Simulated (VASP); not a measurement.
Set up this calculation in VASP 6.6.1, as the native input.

```yaml
Task: single point
Functional: HSE06
Potentials_or_basis: VASP PAW PBE potentials, release 64 (Ge_d)
Cutoff: 520 eV
k_mesh: 6 × 6 × 6
Occupations: fermi-dirac, width 0.05 eV
Spin: no spin polarisation
Dipole_correction: no
Grid_for_exact_exchange_PRECFOCK: Normal
Further_INCAR_settings: ALGO = Normal; EDIFF = 1e-06; NBANDS = 13
Share_of_exact_exchange: 0.25
Screening_parameter: 0.2079 1/Å
```

The system is Ge.

```
CELL_PARAMETERS angstrom
1.38777 -2.58306 0.00000
1.38777 2.58306 0.00000
0.00000 0.00000 2.68012
ATOMIC_POSITIONS crystal
Ge 0.50000 0.50000 0.00000
```

The input as run:

POSCAR

```
Ge
1.0
    1.3877718785     -2.5830623466      0.0000000000
    1.3877718785      2.5830623466      0.0000000000
    0.0000000000      0.0000000000      2.6801215215
Ge
1
Direct
    0.5000000000      0.5000000000      0.0000000000
```

INCAR.step1

```
SYSTEM = Ge
ALGO     = Normal         ! electronic algorithm
EDIFF    = 1E-5           ! SCF threshold, eV
ENCUT    = 520            ! plane-wave cutoff, eV
GGA      = PE             ! functional
ISIF     = 2              ! what is computed and relaxed
ISMEAR   = -1             ! smearing method
LASPH    = .TRUE.         ! aspherical terms in the spheres
LREAL    = .FALSE.        ! projectors in reciprocal space
LWAVE    = .TRUE.         ! write WAVECAR
NBANDS   = 13             ! bands
NELM     = 80             ! most SCF steps
PREC     = Accurate       ! precision mode
SIGMA    = 0.05           ! smearing width, eV
```

INCAR.step2

```
SYSTEM = Ge
ALGO     = Normal         ! electronic algorithm
EDIFF    = 1E-6           ! SCF threshold, eV
ENCUT    = 520            ! plane-wave cutoff, eV
GGA      = PE             ! functional
HFSCREEN = 0.2079         ! screening, 1/A
ISIF     = 2              ! what is computed and relaxed
ISMEAR   = -1             ! smearing method
ISTART   = 1            
LASPH    = .TRUE.         ! aspherical terms in the spheres
LCHARG   = .TRUE.         ! write CHGCAR
LELF     = .TRUE.         ! ELF
LHFCALC  = .TRUE.         ! exact exchange
LREAL    = .FALSE.        ! projectors in reciprocal space
LVHAR    = .TRUE.       
LWAVE    = .FALSE.        ! write WAVECAR
NBANDS   = 13             ! bands
NELM     = 80             ! most SCF steps
PREC     = Accurate       ! precision mode
PRECFOCK = Normal       
SIGMA    = 0.05           ! smearing width, eV
```

KPOINTS

```
k-points
0
G
  6 6 6
  0 0 0
```

Potentials or basis: VASP PAW PBE potentials, release 64 (Ge_d).

The run is started by

```bash
$ cat potpaw_PBE.64/Ge_d/POTCAR > POTCAR
$ cp INCAR.step1 INCAR
$ mpirun -np 1 vasp_std > vasp.out
$ cp INCAR.step2 INCAR
$ mpirun -np 1 vasp_std > vasp.out
```

It gave:

```yaml
Pressure: -1.4 GPa
Band_gap_on_the_k_mesh: zero (bands 7 and 8 overlap by 11.24 eV)
```

Caveat: the k points lie up to 0.43 Å⁻¹ apart, too coarse for converged energies and pressures of a metal; the PAW data sets were made with another functional, which shifts forces and pressure a little.

Wall time 22 min on 1 thread of Intel(R) Xeon(R) 6975P-C (Granite Rapids), with other jobs on the host, peak memory 0.25 GiB.
